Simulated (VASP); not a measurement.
Wanted: the native input for a VASP 6.6.1 run.

```
Task                   : single point
Functional             : PBE
Potentials or basis    : VASP PAW PBE potentials, release 64 (Ti_sv, B)
Cutoff                 : 520 eV
k mesh                 : 10 × 10 × 8
Occupations            : gaussian, width 0.027 eV
Spin                   : no spin polarisation
Dipole correction      : no
Further INCAR settings : ALGO = Normal; EDIFF = 1e-07; NBANDS = 16
```

The structure of TiB2 lies in POSCAR:

```
TiB2
1.0
    3.0292000000      0.0000000000      0.0000000000
   -1.5146000000      2.6233641531      0.0000000000
    0.0000000000      0.0000000000      3.2284000000
Ti B
1 2
Direct
    0.0000000000      0.0000000000      0.0000000000
    0.6666666667      0.3333333333      0.5000000000
    0.3333333333      0.6666666667      0.5000000000
```

One way to write it, as run:

INCAR

```
PREC     = Accurate       # precision mode
ENCUT    = 520            # plane-wave cutoff, eV
EDIFF    = 1E-7           # SCF threshold, eV
ISMEAR   = 0              # smearing method
SIGMA    = 0.027000000000000003 # smearing width, eV
LREAL    = F              # projectors in reciprocal space
LASPH    = T              # aspherical terms in the spheres
NELM     = 60             # most SCF steps
ALGO     = Normal         # electronic algorithm
ISIF     = 2              # what is computed and relaxed
LWAVE    = F              # write WAVECAR
LCHARG   = F              # write CHGCAR
GGA      = PE             # functional
NBANDS   = 16             # bands
```

KPOINTS

```
Automatic mesh
0
Gamma
  10 10 8
```

Potentials or basis: VASP PAW PBE potentials, release 64 (Ti_sv, B).

Run with:

```console
$ cat potpaw_PBE.64/Ti_sv/POTCAR potpaw_PBE.64/B/POTCAR > POTCAR
$ mpirun -np 1 vasp_std > vasp.out
```

It gave:

| Quantity | Value |
| --- | --- |
| Pressure | 0.5 GPa |
| Band gap on the k mesh | zero (bands 9 and 10 overlap by 0.56 eV) |

Wall time 42 s on 1 thread of AMD EPYC 7R13, with other jobs on the host, peak memory 0.13 GiB.
